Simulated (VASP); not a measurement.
Write the native input for VASP 6.6.1 that does the following.

```
Task                   : single point
Functional             : PBE
Potentials or basis    : VASP PAW PBE potentials, release 64 (Mg, S)
Cutoff                 : 520 eV
k mesh                 : 8 × 8 × 8
Occupations            : gaussian, width 0.02 eV
Spin                   : no spin polarisation
Dipole correction      : no
Further INCAR settings : ALGO = Normal; EDIFF = 1e-06; NBANDS = 11
```

The structure of MgS lies in POSCAR:

```
MgS
1.0
    0.0000000000      2.6151298944      2.6151298944
    2.6151298944      0.0000000000      2.6151298944
    2.6151298944      2.6151298944      0.0000000000
Mg S
1 1
Direct
    0.0000000000      0.0000000000      0.0000000000
    0.5000000000      0.5000000000      0.5000000000
```

These files were run (other wordings do the same):

INCAR

```
SYSTEM = MgS
  ALGO = Normal
  EDIFF = 1E-6
  ENCUT = 520
  GGA = PE
  ISIF = 2
  ISMEAR = 0
  LASPH = .True.
  LCHARG = .True.
  LELF = .True.
  LREAL = .False.
  LVHAR = .True.
  LWAVE = .False.
  NBANDS = 11
  NELM = 100
  PREC = Accurate
  SIGMA = 0.02
```

KPOINTS

```
k-points
0
Gamma
  8 8 8
  0 0 0
```

Potentials or basis: VASP PAW PBE potentials, release 64 (Mg, S).

Run with:

```bash
$ cat potpaw_PBE.64/Mg/POTCAR potpaw_PBE.64/S/POTCAR > POTCAR
$ mpirun -np 1 vasp_std > vasp.out
```

It gave:

```
Pressure               : -0.3 GPa
Band gap on the k mesh : 2.74 eV (least direct gap 3.59 eV)
```

Wall time 14 s on 1 thread of Intel Xeon 8259CL (shared host), peak memory 0.16 GiB.
